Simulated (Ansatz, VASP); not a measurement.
# Ni in VASP and in Ansatz

```
CELL_PARAMETERS angstrom
1.21828 -3.82280 0.00000
1.21828 3.82280 0.00000
0.00000 0.00000 2.46571
ATOMIC_POSITIONS crystal
Ni 0.86487 0.13513 0.25000
Ni 0.13513 0.86487 0.75000
```

Alike in both runs: functional PBE; k mesh 8 × 8 × 6; occupations gaussian, width 0.1 eV; collinear spin.

Ansatz relaxed the structure, and its values are those at the end. VASP's run is a single point on that final structure, the one shown.

|  | VASP | Ansatz |
| --- | --- | --- |
| version | VASP 6.6.1 | Ansatz 0.2.0 |
| potentials or method | VASP PAW PBE potentials, release 64 (Ni_sv_GW), cutoff 590 eV | scalar-relativistic, plane waves, PAW |
| valence electrons in the cell | 36 | 36 |

Ansatz gave:

```
gap on the k mesh at the Fermi level (eV)                     : none
pressure (GPa)                                                : 0.1
rms of the force components (eV/Å)                            : 0.002
net moment per atom (μB)                                      : 0.69
size of the moment on the site where the two differ most (μB) : 0.73
```

Task: What did VASP give for the same quantities?

Result: gap on the k mesh at the Fermi level (eV): none; pressure (GPa): -3.8; rms of the force components (eV/Å): 0.003; net moment per atom (μB): 0.69; size of the moment on the site where the two differ most (μB): 0.72.

Site moments also hang on the region over which each program counts them. A gap of «none» marks a metal or a gap that the smearing closes. The functional is the same, so the differences come from potentials, cutoffs and numerics.

The k mesh is coarse, so the values compare programs but aren't converged.
